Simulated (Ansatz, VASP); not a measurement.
## Two plane-wave programs on Zr2PdC2

```
Zr Pd C
1.0
    -2.06222    2.06222    4.79477
     2.06222   -2.06222    4.79477
     2.06222    2.06222   -4.79477
Zr Pd C
2 1 2
Cartesian
  0.0000 0.0000 3.1133
  0.0000 0.0000 6.4763
  0.0000 0.0000 0.0000
  2.0622 0.0000 2.3974
  0.0000 2.0622 2.3974
```

Alike in both runs: functional PBE; k mesh 12 × 12 × 12; occupations gaussian, width 0.1 eV; no spin polarisation.

Ansatz relaxed the structure, and its values are those at the end. VASP's run is a single point on that final structure, the one shown.

|  | VASP | Ansatz |
| --- | --- | --- |
| version | VASP 6.6.1 | Ansatz 0.2.0 |
| potentials or method | VASP PAW PBE potentials, release 64 (Zr_sv, Pd, C), cutoff 520 eV | scalar-relativistic, plane waves, PAW |
| valence electrons in the cell | 42 | 50 |

Ansatz gave:

- gap on the k mesh at the Fermi level (eV): none
- pressure (GPa): 0.0
- rms of the force components (eV/Å): 0.002

Task: Estimate VASP's values.

Result: gap on the k mesh at the Fermi level (eV): none; pressure (GPa): 0.1; rms of the force components (eV/Å): 0.011.

A gap of «none» marks a metal or a gap that the smearing closes. VASP's potentials hold 42 valence electrons a cell and Ansatz's 50, so a difference there can come from the potentials and not from the codes.
